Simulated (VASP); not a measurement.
# RhN (F-43m) in VASP: settings compared, part 3 of 3

VASP 6.6.1. The steps go on from the part before.

## (5) Single point, PBE (13.01 Å³/atom)

This run uses another cell than the first one, of 13.01 Å³/atom.

Input file INCAR:

```
SYSTEM = RhN
PREC     = Accurate       ! precision mode
ENCUT    = 520            ! plane-wave cutoff, eV
EDIFF    = 1E-6           ! SCF threshold, eV
ISMEAR   = 0              ! smearing method
SIGMA    = 0.05           ! smearing width, eV
LREAL    = .FALSE.        ! projectors in reciprocal space
LASPH    = .TRUE.         ! aspherical terms in the spheres
NELM     = 60             ! most SCF steps
ALGO     = Normal         ! electronic algorithm
ISIF     = 2              ! what is computed and relaxed
LWAVE    = .FALSE.        ! write WAVECAR
LCHARG   = .FALSE.        ! write CHGCAR
GGA      = PE             ! functional
NBANDS   = 17             ! bands
```

Input file KPOINTS:

```
Automatic mesh
0
G
  12 12 12
  0 0 0
```

Input file POSCAR:

```
RhN
1.0
    0.0000000000      2.3520500650      2.3520500650
    2.3520500650      0.0000000000      2.3520500650
    2.3520500650      2.3520500650      0.0000000000
Rh N
1 1
Direct
    0.0000000000      0.0000000000      0.0000000000
    0.2500000000      0.2500000000      0.2500000000
```

Command:

```
> cat potpaw_PBE.64/Rh_pv/POTCAR potpaw_PBE.64/N/POTCAR > POTCAR
> mpirun -np 1 vasp_std > vasp.out
```

Wall time 55 s (1 thread of Intel Xeon 8259CL, shared host); peak memory 0.18 GiB.

The run converged. Its results:

| Property | Result |
| --- | --- |
| Free energy | -14.5863 eV |
| Pressure | -12.7 GPa |
| Band gap on the k mesh | zero (bands 10 and 11 overlap by 2.74 eV) |

Levels at points of the mesh, in eV from the Fermi level:
```csv
k point,band 6,band 7,band 8,band 9,band 10,band 11,band 12,band 13,band 14,band 15
"(0.00, 0.00, 0.00)",-6.50,-6.50,-2.43,-2.43,1.24,3.01,3.01,3.01,13.86,13.86
"(0.50, 0.00, 0.00)",-5.95,-5.95,-2.07,-2.07,-1.62,1.52,1.52,6.12,8.09,14.35
"(0.50, 0.50, 0.00)",-4.60,-4.60,-2.96,-1.75,-0.70,-0.35,-0.35,7.30,10.75,12.07
```

Caveat: the cell stands under tension.

## (6) Single point, PBE (13.38 Å³/atom)

This run uses another cell than the first one, of 13.38 Å³/atom.

Input file INCAR:

```
SYSTEM = RhN
PREC = Accurate ; ENCUT = 520
EDIFF = 1E-6 ; ISMEAR = 0
SIGMA = 0.05 ; LREAL = .FALSE.
LASPH = .TRUE. ; NELM = 100
ALGO = Normal ; ISIF = 2
LWAVE = .FALSE. ; LCHARG = .TRUE.
GGA = PE ; LELF = .TRUE.
LVHAR = .TRUE. ; NBANDS = 17
```

KPOINTS is that of step 5.

Input file POSCAR:

```
RhN
1.0
    0.0000000000      2.3738295455      2.3738295455
    2.3738295455      0.0000000000      2.3738295455
    2.3738295455      2.3738295455      0.0000000000
Rh N
1 1
Direct
    0.0000000000      0.0000000000      0.0000000000
    0.2500000000      0.2500000000      0.2500000000
```

Potentials or basis: VASP PAW PBE potentials, release 64 (Rh_pv, N).

Command:

```
> cat potpaw_PBE.64/Rh_pv/POTCAR potpaw_PBE.64/N/POTCAR > POTCAR
> mpirun -np 1 vasp_std > vasp.out
```

Run time: 59 s. Hardware: 1 thread of Intel Xeon 8259CL, shared host; peak memory 0.18 GiB.

It converged, with:

```yaml
Free_energy: -14.5192 eV
Pressure: -16.8 GPa
Band_gap_on_the_k_mesh: zero (bands 10 and 11 overlap by 2.66 eV)
```

Levels at points of the mesh, in eV from the Fermi level:
| k point | band 8 | band 9 | band 10 | band 11 | band 12 | band 13 |
| --- | --- | --- | --- | --- | --- | --- |
| (0.00, 0.00, 0.00) | -2.33 | -2.33 | 1.24 | 2.92 | 2.92 | 2.92 |
| (0.50, 0.00, 0.00) | -2.00 | -2.00 | -1.57 | 1.49 | 1.49 | 6.06 |
| (0.50, 0.50, 0.00) | -2.83 | -1.69 | -0.68 | -0.32 | -0.32 | 7.16 |

Caveat: the cell stands under tension.

## (7) Overview

```tsv
level	potentials or basis	cell	gap on the mesh (eV)	pressure (GPa)
LDA	VASP PAW LDA potentials, release 64 (Rh_pv, N)	a = 3.252 Å, angles 60.0°, 2 atoms	none	-13.0
PBE	VASP PAW PBE potentials, release 64 (Rh_pv, N)	a = 3.274 Å, angles 60.0°, 2 atoms	none	-4.2
PBE	VASP PAW PBE potentials, release 64 (Rh_pv, N)	a = 3.295 Å, angles 60.0°, 2 atoms	none	-7.9
PBE	VASP PAW PBE potentials, release 64 (Rh_pv, N)	a = 3.326 Å, angles 60.0°, 2 atoms	none	-12.7
PBE	VASP PAW PBE potentials, release 64 (Rh_pv, N)	a = 3.357 Å, angles 60.0°, 2 atoms	none	-16.8
```

Alike in all rows: task single point; no spin polarisation; k mesh 12 × 12 × 12; cutoff (eV) 520; smearing gaussian 0.05 eV.

Caveats: the cell stands under tension.

Total energies depend on the potentials used, so only differences within one code and one set of settings carry meaning.
